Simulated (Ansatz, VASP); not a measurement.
Nb in VASP and in Ansatz

Contents of INCAR:

```
PREC = Accurate
ENCUT = 600
EDIFF = 1E-7
ISMEAR = 0
SIGMA = 0.1
LREAL = False
LASPH = True
NELM = 60
ALGO = Fast
ISIF = 3
LWAVE = False
LCHARG = False
IBRION = 2
NSW = 100
EDIFFG = -0.05
```

Contents of KPOINTS:

```
Automatic mesh
0
Gamma
  8 8 8
```

Contents of POSCAR:

```
Nb
1.0
   -1.6588161900      1.6588161900      1.6588161900
    1.6588161900     -1.6588161900      1.6588161900
    1.6588161900      1.6588161900     -1.6588161900
Nb
1
Direct
    0.0000000000      0.0000000000      0.0000000000
```

Input for Ansatz:

```yaml
crystal:
  lattice:
    - [-1.65881619, 1.65881619, 1.65881619]
    - [1.65881619, -1.65881619, 1.65881619]
    - [1.65881619, 1.65881619, -1.65881619]
  atoms:
    - { symbol: Nb, position: [0.0, 0.0, 0.0] }
basis:
  ecutwfc: 420
kpoints:
  mp_grid: { grid: [8, 8, 8] }
hamiltonian:
  xc: lda
  pseudopotentials: { kind: paw, azcp: { folder: soft_1 } }
scf:
  occupations: { method: gaussian, width: 0.1 }
output:
  forces: true
  stress: true
  eigenvalues: true
relax:
  adjacent_minimum: "off"
  f_tol: 0.05
  max_steps: 80
  cell: { stress_tol: 0.5 }
```

Alike in both runs: task relaxation of cell and atoms; functional LDA; k mesh 8 × 8 × 8; occupations gaussian, width 0.1 eV; no spin polarisation.

|  | VASP | Ansatz |
| --- | --- | --- |
| version | VASP 6.6.1 | Ansatz 0.2.0 |
| potentials or method | VASP PAW LDA potentials, release 64 (Nb_sv), cutoff 600 eV | scalar-relativistic, plane waves, PAW |
| valence electrons in the cell | 13 | 13 |

```csv
,VASP,Ansatz,Ansatz less VASP
"gap on the k mesh at the Fermi level, each at its own relaxed structure (eV)",none,none,-
relaxed volume (Å³/atom),17.21,17.21,+0.002
relaxed cell length with the largest relative difference (Å),2.817,2.817,+0.0001
```

Ansatz warns that its potentials were made for another functional, while VASP's fit it. LDA's correlation is that of Perdew and Zunger in VASP and of Perdew and Wang (1992) in Ansatz. A gap of «none» marks a metal or a gap that the smearing closes.
